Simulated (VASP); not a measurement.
# MnO2 (P4_2/mnm) in VASP: further runs

MnO2 is run at these levels: LDA+U; tasks: single point.

Program: VASP 6.6.1. These are calculated values, not measurements. Logs are shortened: lines on timing, memory, paths and dates and some standing lists are left out, and cuts for length are marked.

### Step 1. The cell of the first run

Symmetry: P4_2/mnm, No. 136, tetragonal system. Conventional cell: a = 4.396 Å, b = 4.396 Å, c = 2.871 Å, α = 90.00°, β = 90.00°, γ = 90.00°. Mn (site symmetry mmm) has 6 O at 1.88 to 1.89 Å within 2.5 Å. Within 2.5 Å of O (site symmetry m2m) lie 3 Mn at 1.88 to 1.89 Å and 1 O at 2.46 Å.

### Step 2. Single point, LDA+U, collinear spin, ferromagnetic start

INCAR

```
SYSTEM = MnO2
  PREC = Accurate
  ENCUT = 520
  EDIFF = 1E-7
  ISMEAR = 0
  SIGMA = 0.05
  LREAL = .False.
  LASPH = .True.
  NELM = 150
  ALGO = Normal
  ISIF = 2
  LWAVE = .False.
  LCHARG = .True.
  ISPIN = 2
  MAGMOM = 3 3 0 0 0 0
  LORBIT = 11
  LMAXMIX = 4
  LDAU = .True.
  LDAUTYPE = 2
  LDAUL = 2 -1
  LDAUU = 7 0
  LDAUJ = 0 0
  LDAUPRINT = 1
  LELF = .True.
  LVHAR = .True.
  NBANDS = 38
```

KPOINTS

```
Automatic mesh
0
Gamma
  4 4 7
  0 0 0
```

POSCAR

```
MnO2
1.0
    4.3959987700      0.0000000000      0.0000000000
    0.0000000000      4.3959987700      0.0000000000
    0.0000000000      0.0000000000      2.8709991900
Mn O
2 4
Direct
    0.0000000000      0.0000000000      0.0000000000
    0.5000000000      0.5000000000      0.5000000000
    0.3020000000      0.3020000000      0.0000000000
    0.1980000000      0.8020000000      0.5000000000
    0.6980000000      0.6980000000      0.0000000000
    0.8020000000      0.1980000000      0.5000000000
```

Potentials or basis: VASP PAW LDA potentials, release 64 (Mn_pv, O).

The run is started by

```console
$ cat potpaw_LDA.64/Mn_pv/POTCAR potpaw_LDA.64/O/POTCAR > POTCAR
$ mpirun -np 1 vasp_std > vasp.out
```

OUTCAR:

```text
SYSTEM = MnO2
   PREC = Accurate
   ENCUT = 520
   EDIFF = 1E-7
   ISMEAR = 0
   LREAL = .False.
   LASPH = .True.
   NELM = 150
   ISIF = 2
   ISPIN = 2
   LORBIT = 11

 ion  position               nearest neighbor table
   1  0.000  0.000  0.000-   3 1.88   5 1.88   4 1.89   6 1.89   4 1.89   6 1.89
   2  0.500  0.500  0.500-   4 1.88   6 1.88   5 1.89   3 1.89   3 1.89   5 1.89
   3  0.302  0.302  0.000-   1 1.88   2 1.89   2 1.89
   4  0.198  0.802  0.500-   2 1.88   1 1.89   1 1.89
   5  0.698  0.698  0.000-   1 1.88   2 1.89   2 1.89
   6  0.802  0.198  0.500-   2 1.88   1 1.89   1 1.89

  LATTYP: Found a simple tetragonal cell.
 ALAT       =     4.3959987700
 C/A-ratio  =     0.6530937200

  Lattice vectors:

 A1 = (   4.3959987700,   0.0000000000,   0.0000000000)
 A2 = (   0.0000000000,   4.3959987700,   0.0000000000)
 A3 = (   0.0000000000,   0.0000000000,   2.8709991900)

Analysis of symmetry for initial positions (statically):
=====================================================================
 Subroutine PRICEL returns:
 Original cell was already a primitive cell.

 Routine SETGRP: Setting up the symmetry group for a
 simple tetragonal supercell.

 Subroutine GETGRP returns: Found 16 space group operations
 (whereof  8 operations were pure point group operations)
 out of a pool of 16 trial point group operations.

The static configuration has the point symmetry D_2h.
 The point group associated with its full space group is D_4h.

Analysis of symmetry for dynamics (positions and initial velocities):
=====================================================================
 Subroutine PRICEL returns:
 Original cell was already a primitive cell.

 Routine SETGRP: Setting up the symmetry group for a
 simple tetragonal supercell.

 Subroutine GETGRP returns: Found 16 space group operations
 (whereof  8 operations were pure point group operations)
 out of a pool of 16 trial point group operations.

The dynamic configuration has the point symmetry D_2h.
 The point group associated with its full space group is D_4h.

Analysis of structural, dynamic, and magnetic symmetry:
=====================================================================
 Subroutine PRICEL returns:
 Original cell was already a primitive cell.

 Routine SETGRP: Setting up the symmetry group for a
 simple tetragonal supercell.

 Subroutine GETGRP returns: Found 16 space group operations
 (whereof  8 operations were pure point group operations)
 out of a pool of 16 trial point group operations.

The overall configuration has the point symmetry D_2h.
 The point group associated with its full space group is D_4h.

 Subroutine INISYM returns: Found 16 space group operations
 (whereof  8 operations are pure point group operations),
 and found     1 'primitive' translations

----------------------------------------------------------------------------------------

                                     Primitive cell

  volume of cell :      55.4815

  direct lattice vectors                    reciprocal lattice vectors
     4.395998770  0.000000000  0.000000000     0.227479590  0.000000000  0.000000000
     0.000000000  4.395998770  0.000000000     0.000000000  0.227479590  0.000000000
     0.000000000  0.000000000  2.870999190     0.000000000  0.000000000  0.348310791

  length of vectors
     4.395998770  4.395998770  2.870999190     0.227479590  0.227479590  0.348310791

  position of ions in fractional coordinates (direct lattice)
     0.000000000  0.000000000  0.000000000
     0.500000000  0.500000000  0.500000000
     0.302000000  0.302000000  0.000000000
     0.198000000  0.802000000  0.500000000
     0.698000000  0.698000000  0.000000000
     0.802000000  0.198000000  0.500000000

[... 150 lines left out ...]
  o =  0.5858  v =  0.0000  0.7071  0.0000 -0.7071  0.0000  0.0000  0.0000  0.0000  0.0000  0.0000      0.0000  0.0000  0.0000  0.0000  0.0000  0.0000  0.0000  0.0000  0.0000  0.0000
  o =  0.9611  v =  0.5088  0.0000  0.8609  0.0000 -0.0000  0.0000  0.0000  0.0000  0.0000  0.0000      0.0000  0.0000  0.0000  0.0000  0.0000  0.0000  0.0000  0.0000  0.0000  0.0000
  o =  0.9717  v =  0.0000 -0.7071  0.0000 -0.7071 -0.0000  0.0000  0.0000  0.0000  0.0000  0.0000      0.0000  0.0000  0.0000  0.0000  0.0000  0.0000  0.0000  0.0000  0.0000  0.0000
  o =  0.9774  v =  0.0000 -0.0000  0.0000  0.0000  1.0000  0.0000  0.0000  0.0000  0.0000  0.0000      0.0000  0.0000  0.0000  0.0000  0.0000  0.0000  0.0000  0.0000  0.0000  0.0000

atom =   2  type =  1  l = 2

 onsite density matrix

spin component  1

  0.6826  0.0000 -0.1645  0.0000 -0.0000
  0.0000  0.7787  0.0000 -0.1930  0.0000
 -0.1645  0.0000  0.8638  0.0000 -0.0000
  0.0000 -0.1930  0.0000  0.7787  0.0000
 -0.0000  0.0000 -0.0000  0.0000  0.9774

spin component  2

  0.2118  0.0000  0.1035  0.0000  0.0000
  0.0000  0.1858  0.0000  0.1046  0.0000
  0.1035  0.0000  0.1225  0.0000 -0.0000
  0.0000  0.1046  0.0000  0.1858  0.0000
  0.0000  0.0000 -0.0000  0.0000  0.0865

 occupancies and eigenvectors

  o =  0.0545  v =  0.0000  0.0000  0.0000  0.0000  0.0000 -0.5495 -0.0000  0.8355  0.0000  0.0000      0.0000  0.0000  0.0000  0.0000  0.0000  0.0000  0.0000  0.0000  0.0000  0.0000
  o =  0.0812  v =  0.0000  0.0000  0.0000  0.0000  0.0000  0.0000  0.7071  0.0000 -0.7071  0.0000      0.0000  0.0000  0.0000  0.0000  0.0000  0.0000  0.0000  0.0000  0.0000  0.0000
  o =  0.0865  v =  0.0000  0.0000  0.0000  0.0000  0.0000 -0.0000  0.0000  0.0000  0.0000 -1.0000      0.0000  0.0000  0.0000  0.0000  0.0000  0.0000  0.0000  0.0000  0.0000  0.0000
  o =  0.2799  v =  0.0000  0.0000  0.0000  0.0000  0.0000 -0.8355 -0.0000 -0.5495  0.0000  0.0000      0.0000  0.0000  0.0000  0.0000  0.0000  0.0000  0.0000  0.0000  0.0000  0.0000
  o =  0.2904  v =  0.0000  0.0000  0.0000  0.0000  0.0000  0.0000  0.7071  0.0000  0.7071  0.0000      0.0000  0.0000  0.0000  0.0000  0.0000  0.0000  0.0000  0.0000  0.0000  0.0000
  o =  0.5854  v = -0.8609  0.0000 -0.5088  0.0000 -0.0000  0.0000  0.0000  0.0000  0.0000  0.0000      0.0000  0.0000  0.0000  0.0000  0.0000  0.0000  0.0000  0.0000  0.0000  0.0000
  o =  0.5858  v =  0.0000 -0.7071  0.0000 -0.7071  0.0000  0.0000  0.0000  0.0000  0.0000  0.0000      0.0000  0.0000  0.0000  0.0000  0.0000  0.0000  0.0000  0.0000  0.0000  0.0000
  o =  0.9611  v = -0.5088  0.0000  0.8609  0.0000  0.0000  0.0000  0.0000  0.0000  0.0000  0.0000      0.0000  0.0000  0.0000  0.0000  0.0000  0.0000  0.0000  0.0000  0.0000  0.0000
  o =  0.9717  v =  0.0000  0.7071  0.0000 -0.7071 -0.0000  0.0000  0.0000  0.0000  0.0000  0.0000      0.0000  0.0000  0.0000  0.0000  0.0000  0.0000  0.0000  0.0000  0.0000  0.0000
  o =  0.9774  v =  0.0000  0.0000 -0.0000  0.0000  1.0000  0.0000  0.0000  0.0000  0.0000  0.0000      0.0000  0.0000  0.0000  0.0000  0.0000  0.0000  0.0000  0.0000  0.0000  0.0000

 number of electron      49.9999991 magnetization       6.0724147

 Free energy of the ion-electron system (eV)
  ---------------------------------------------------
  ext. energy  EPLUGINS =         0.00000000
  ---------------------------------------------------
  free energy    TOTEN  =       -43.19755826 eV

  energy without entropy =      -43.19539409  energy(sigma->0) =      -43.19647617

 E-fermi :   4.6307     XC(G=0): -12.6188

 val. band max:        4.6089223670   @ k =   0.2500   0.0000   0.0000
 cond. band min:       4.6399121950   @ k =   0.5000   0.0000   0.4286
 fundamental gap:      0.0309898280
 Fermi energy:         4.6306709033

 spin component 1

 k-point     1 :       0.0000    0.0000    0.0000
  band No.  band energies     occupation
      1     -45.5634      1.00000
      2     -45.5554      1.00000
      3     -45.5317      1.00000
      4     -45.5317      1.00000
      5     -45.4982      1.00000
      6     -45.4982      1.00000
[... 949 lines left out ...]
     36      17.9362      0.00000
     37      20.0524      0.00000
 Fermi energy:         4.6306709033

 spin component 2

 k-point     1 :       0.0000    0.0000    0.0000
  band No.  band energies     occupation
      1     -42.2103      1.00000
      2     -42.1999      1.00000
      3     -42.1665      1.00000
      4     -42.1665      1.00000
      5     -42.1302      1.00000
      6     -42.1302      1.00000
[... 949 lines left out ...]
     36      18.6328      0.00000
     37      20.2537      0.00000
 [bands above 37 left out]

------------------------ aborting loop because EDIFF is reached ----------------------------------------

  FORCE on cell =-STRESS in cart. coord.  units (eV):
  Direction    XX          YY          ZZ          XY          YZ          ZX
  --------------------------------------------------------------------------------------
  -------------------------------------------------------------------------------------
  Total        0.5668192      0.5668192      1.6806519     -0.0000000      0.0000000      0.0000000
  in kB       16.3684264     16.3684264     48.5333363     -0.0000000      0.0000000      0.0000000
  external PRESSURE =      27.0900631 kB  Pullay stress =       0.0000000 kB

 VOLUME and BASIS-vectors are now :
 -----------------------------------------------------------------------------
  energy-cutoff  :      520.00
  volume of cell :       55.48
      direct lattice vectors                 reciprocal lattice vectors
     4.395998770  0.000000000  0.000000000     0.227479590  0.000000000  0.000000000
     0.000000000  4.395998770  0.000000000     0.000000000  0.227479590  0.000000000
     0.000000000  0.000000000  2.870999190     0.000000000  0.000000000  0.348310791

 POSITION                                       TOTAL-FORCE (eV/Angst)
 -----------------------------------------------------------------------------------
      0.00000      0.00000      0.00000         0.000000      0.000000      0.000000
      2.19800      2.19800      1.43550         0.000000      0.000000      0.000000
      1.32759      1.32759      0.00000         0.280588      0.280588      0.000000
      0.87041      3.52559      1.43550        -0.280588      0.280588      0.000000
      3.06841      3.06841      0.00000        -0.280588     -0.280588      0.000000
      3.52559      0.87041      1.43550         0.280588     -0.280588      0.000000
 -----------------------------------------------------------------------------------
    total drift:                                0.000000      0.000000      0.000000

  FREE ENERGIE OF THE ION-ELECTRON SYSTEM (eV)
  ---------------------------------------------------
  free  energy   TOTEN  =       -43.1975582562 eV

  energy  without entropy=      -43.1953940876  energy(sigma->0) =      -43.19647617

 total charge

# of ion       s       p       d       tot
------------------------------------------
    1        0.366   6.488   4.840  11.694
    2        0.366   6.488   4.840  11.694
    3        1.558   3.463   0.000   5.021
    4        1.558   3.463   0.000   5.021
    5        1.558   3.463   0.000   5.021
    6        1.558   3.463   0.000   5.021
--------------------------------------------------
tot          6.965  26.826   9.680  43.472

 magnetization (x)

# of ion       s       p       d       tot
------------------------------------------
    1        0.018   0.025   3.285   3.328
    2        0.018   0.025   3.285   3.328
    3       -0.004  -0.158   0.000  -0.162
    4       -0.004  -0.158   0.000  -0.162
    5       -0.004  -0.158   0.000  -0.162
    6       -0.004  -0.158   0.000  -0.162
--------------------------------------------------
tot          0.022  -0.582   6.570   6.010
```

Run time: 1.8 min. Hardware: 1 thread of Intel Xeon 8259CL, shared host; peak memory 0.21 GiB.

What came out:

```yaml
Free_energy: -43.1976 eV
Pressure: 2.7 GPa
Largest_force: 0.397 eV/Å
Net_moment: 6.07 μB per cell
Site_moments: Mn +3.33; O -0.16 μB
Valence_electrons_inside_the_program's_atomic_spheres: Mn 11.69; O 5.02
```

Forces on the atoms (eV/Å):
```
Mn   0.000  0.000  0.000
Mn   0.000  0.000  0.000
O    0.281  0.281  0.000
O   -0.281  0.281  0.000
O   -0.281 -0.281  0.000
O    0.281 -0.281  0.000
```

Levels at points of the mesh, in eV from the Fermi level:
Spin up:
| k point | band 24 | band 25 | band 26 | band 27 | band 28 | band 29 | band 30 | band 31 | band 32 | band 33 |
| --- | --- | --- | --- | --- | --- | --- | --- | --- | --- | --- |
| (0.00, 0.00, 0.00) | -1.45 | -0.80 | -0.59 | -0.28 | -0.28 | 0.39 | 2.67 | 2.67 | 3.41 | 8.21 |
| (0.50, 0.00, 0.00) | -1.53 | -1.40 | -1.40 | -0.54 | -0.54 | 2.32 | 2.32 | 2.49 | 2.49 | 10.58 |
| (0.50, 0.50, 0.00) | -1.77 | -1.37 | -1.37 | -0.07 | -0.07 | 1.26 | 1.26 | 2.62 | 2.62 | 11.89 |
Spin down:
```csv
k point,band 19,band 20,band 21,band 22,band 23,band 24,band 25,band 26
"(0.00, 0.00, 0.00)",-1.08,-0.45,-0.45,0.28,2.94,2.97,3.41,3.41
"(0.50, 0.00, 0.00)",-2.13,-2.13,-0.61,-0.61,3.51,3.51,4.10,4.10
"(0.50, 0.50, 0.00)",-1.84,-1.84,-1.52,-1.52,2.87,2.87,3.42,3.42
```

Eigenvalues of the final occupation matrices:
```csv
site,spin,trace,eigenvalues
site 1 d,1,4.08,0.59 0.59 0.96 0.97 0.98
site 1 d,2,0.79,0.05 0.08 0.09 0.28 0.29
site 2 d,1,4.08,0.59 0.59 0.96 0.97 0.98
site 2 d,2,0.79,0.05 0.08 0.09 0.28 0.29
```

Caveat: the run started ferromagnetic, and an antiferromagnetic order may lie lower in energy. The state reached can hang on the start; a lower one may exist.

### Step 3. Single point, LDA+U, collinear spin, zero start

INCAR

```
PREC     = Accurate       # precision mode
ENCUT    = 520            # plane-wave cutoff, eV
EDIFF    = 1E-7           # SCF threshold, eV
ISMEAR   = 0              # smearing method
SIGMA    = 0.05           # smearing width, eV
LREAL    = F              # projectors in reciprocal space
LASPH    = T              # aspherical terms in the spheres
NELM     = 150            # most SCF steps
ALGO     = Normal         # electronic algorithm
ISIF     = 2              # what is computed and relaxed
LWAVE    = F              # write WAVECAR
LCHARG   = F              # write CHGCAR
ISPIN    = 2              # spin polarisation
MAGMOM   = 0 0 0 0 0 0    # initial moments
LORBIT   = 11             # projections on sites
NUPDOWN  = 0.0            # fixed moment
LMAXMIX  = 4              # l up to which the mixer works
LDAU     = T              # DFT+U
LDAUTYPE = 2            
LDAUL    = 2 -1           # shell
LDAUU    = 7 0            # U, eV
LDAUJ    = 0 0          
LDAUPRINT= 1            
GGA      = CA             # functional
NBANDS   = 38             # bands
```

KPOINTS

```
Automatic mesh
0
Gamma
  4 4 7
```

POSCAR is that of step 2.

Potentials or basis: VASP PAW LDA potentials, release 64 (Mn_pv, O).

The run is started by

```console
$ cat potpaw_LDA.64/Mn_pv/POTCAR potpaw_LDA.64/O/POTCAR > POTCAR
$ mpirun -np 1 vasp_std > vasp.out
```

It took 5.6 min on 1 thread of Intel Xeon 8259CL, shared host; peak memory 0.22 GiB.

The run converged. Its results:

```yaml
Free_energy: -37.7977 eV
Pressure: -7.9 GPa
Largest_force: 0.028 eV/Å
Net_moment: 0.00 μB per cell
Site_moments: Mn +0.35; O -0.15 μB
Valence_electrons_inside_the_program's_atomic_spheres: Mn 11.78; O 4.99
```

Forces on the atoms (eV/Å):
```
Mn   0.000  0.000  0.000
Mn   0.000  0.000  0.000
O   -0.020 -0.020  0.000
O    0.020 -0.020  0.000
O    0.020  0.020  0.000
O   -0.020  0.020  0.000
```

Stress tensor (GPa, compression positive):
```
 -6.55   0.00   0.00
  0.00  -6.55   0.00
  0.00   0.00 -10.61
```

Eigenvalues of the final occupation matrices:
```tsv
site	spin	trace	eigenvalues
site 1 d	1	2.66	0.25 0.37 0.38 0.70 0.96
site 1 d	2	2.32	0.14 0.20 0.34 0.69 0.95
site 2 d	1	2.66	0.25 0.37 0.38 0.70 0.96
site 2 d	2	2.32	0.14 0.20 0.34 0.69 0.95
```

Caveat: the cell stands under tension; the total moment is fixed, so each spin has its own Fermi level.
